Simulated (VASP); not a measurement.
CdSe (CsCl type), 2 atoms in the cell. It takes space group Pm-3m (No. 221, cubic). The conventional cell has a = 3.556 Å, b = 3.556 Å, c = 3.556 Å, α = 90.00°, β = 90.00°, γ = 90.00°. Within 4.1 Å of Cd (site symmetry m-3m) lie 8 Se at 3.08 Å and 6 Cd at 3.56 Å. Within 4.1 Å of Se (site symmetry m-3m) lie 8 Cd at 3.08 Å and 6 Se at 3.56 Å. 

```yaml
Program: VASP 6.6.1
Task: single point
Functional: PBE
Potentials_or_basis: VASP PAW PBE potentials, release 64 (Cd, Se)
Cutoff: 520 eV
k_mesh: 12 × 12 × 12
Occupations: fermi-dirac, width 0.05 eV
Spin: no spin polarisation
Dipole_correction: no
Further_INCAR_settings: ALGO = Normal; EDIFF = 1e-06; NBANDS = 16
```

Potentials or basis: VASP PAW PBE potentials, release 64 (Cd, Se).

The run is started by

```bash
$ cat potpaw_PBE.64/Cd/POTCAR potpaw_PBE.64/Se/POTCAR > POTCAR
$ mpirun -np 1 vasp_std > vasp.out
```

Hardware: 1 thread of Intel Xeon 6975P-C (shared host).

How long does it take, and how much memory?

It took 37 s on 1 thread of Intel Xeon 6975P-C, on a shared host, peak memory 0.2 GiB. Counts: scf iterations 12, k points 84.
